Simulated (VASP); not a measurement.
Write the native input for VASP 6.6.1 that does the following.

```yaml
Task: single point
Functional: PBE
Potentials_or_basis: VASP PAW PBE potentials, release 64 (Sb)
Cutoff: 520 eV
k_mesh: 7 × 7 × 9
Occupations: fermi-dirac, width 0.1 eV
Spin: no spin polarisation
Dipole_correction: no
Further_INCAR_settings: ALGO = Normal; EDIFF = 1e-07; NBANDS = 14
```

The structure of Sb lies in POSCAR:

```
Sb
1.0
    4.7775651733      0.0000000000      0.0000000000
   -2.3887825867      4.1374928083      0.0000000000
    0.0000000000      0.0000000000      2.8508265713
Sb
3
Direct
    0.0000000000      0.0000000000      0.0000000000
    0.3333333333      0.6666666667      0.5000000000
    0.6666666667      0.3333333333      0.5000000000
```

This cell differs from its parent crystal: volume scaled by 0.68.

The input as run:

INCAR

```
PREC = Accurate ; ENCUT = 520
EDIFF = 1E-7 ; ISMEAR = -1
SIGMA = 0.1 ; LREAL = F
LASPH = T ; NELM = 80
ALGO = Normal ; ISIF = 2
LWAVE = F ; LCHARG = F
GGA = PE ; NBANDS = 14
```

KPOINTS

```
Automatic mesh
0
Gamma
  7 7 9
```

Potentials or basis: VASP PAW PBE potentials, release 64 (Sb).

Launch:

```console
$ cat potpaw_PBE.64/Sb/POTCAR > POTCAR
$ mpirun -np 1 vasp_std > vasp.out
```

It gave:

The pressure is 55.1 GPa.

Wall time 13 s on 1 thread of Intel(R) Xeon(R) 6975P-C (Granite Rapids), with other jobs on the host, peak memory 0.18 GiB.
